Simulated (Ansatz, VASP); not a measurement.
**Two plane-wave programs on AlGaN2**

Contents of POSCAR:

```
AlGaN2
1.0
    2.8757072489      0.0000000000      0.0000000000
    0.0000000000      2.8757072489      0.0000000000
    0.0000000000      0.0000000000      5.2676390426
Al Ga N
1 1 2
Direct
    0.5000000000      0.5000000000      0.5000000000
    0.0000000000      0.0000000000      0.0000000000
    0.5000000000      0.0000000000      0.7390831718
    0.0000000000      0.5000000000      0.2609168282
```

The input INCAR.step1:

```
PREC = Accurate
ENCUT = 1460
ISMEAR = 0
SIGMA = 0.05
LREAL = F
LASPH = T
NELM = 120
NBANDS = 21
GGA = PE
ALGO = Normal
EDIFF = 1E-5
LWAVE = T
LCHARG = F
GGA_COMPAT = F
```

The input INCAR.step2:

```
PREC = Accurate
ENCUT = 1460
EDIFF = 1E-6
ISMEAR = 0
SIGMA = 0.05
LREAL = F
LASPH = T
NELM = 120
ALGO = Normal
ISIF = 2
LWAVE = F
LCHARG = T
METAGGA = R2SCAN
LMIXTAU = T
LELF = T
LVHAR = T
NBANDS = 21
ISTART = 1
GGA_COMPAT = F
```

File KPOINTS:

```
Automatic mesh
0
Gamma
  8 8 6
```

Input for Ansatz:

```yaml
crystal:
  lattice:
    - [2.8757072489, 0.0, 0.0]
    - [0.0, 2.8757072489, 0.0]
    - [0.0, 0.0, 5.2676390426]
  atoms:
    - { symbol: Al, position: [0.5, 0.5, 0.5] }
    - { symbol: Ga, position: [0.0, 0.0, 0.0] }
    - { symbol: "N", position: [0.5, 0.0, 0.7390831718] }
    - { symbol: "N", position: [0.0, 0.5, 0.2609168282] }
basis:
  ecutwfc: 500
kpoints:
  mp_grid: { grid: [8, 8, 6] }
hamiltonian:
  xc: r2scan
scf:
  occupations: { method: gaussian, width: 0.05 }
output:
  forces: true
  stress: true
  eigenvalues: true
```

Alike in both runs: task single point; functional r2SCAN; k mesh 8 × 8 × 6; occupations gaussian, width 0.05 eV; no spin polarisation.

|  | VASP | Ansatz |
| --- | --- | --- |
| version | VASP 6.6.1 | Ansatz 0.2.0 |
| potentials or method | VASP PAW PBE potentials, release 64 (Al, Ga_d, N_h), cutoff 1460 eV | scalar-relativistic, plane waves, PAW |
| valence electrons in the cell | 26 | 26 |

```tsv
	VASP	Ansatz	Ansatz less VASP
gap on the k mesh at the Fermi level (eV)	1.96	1.96	-0.004
least direct gap on the mesh (eV)	2.08	2.08	-0.005
pressure (GPa)	-3.1	-3.3	-0.22
traceless stress, the component that is largest in VASP (GPa)	-43.68	-43.80	-0.121
rms of the force components (eV/Å)	0.062	0.102	+0.0393
```

VASP's potentials were made for PBE, not for r2SCAN. Atom by atom the forces differ by 0.039 eV/Å (rms over components). The functional is the same, so the differences come from potentials, cutoffs and numerics.
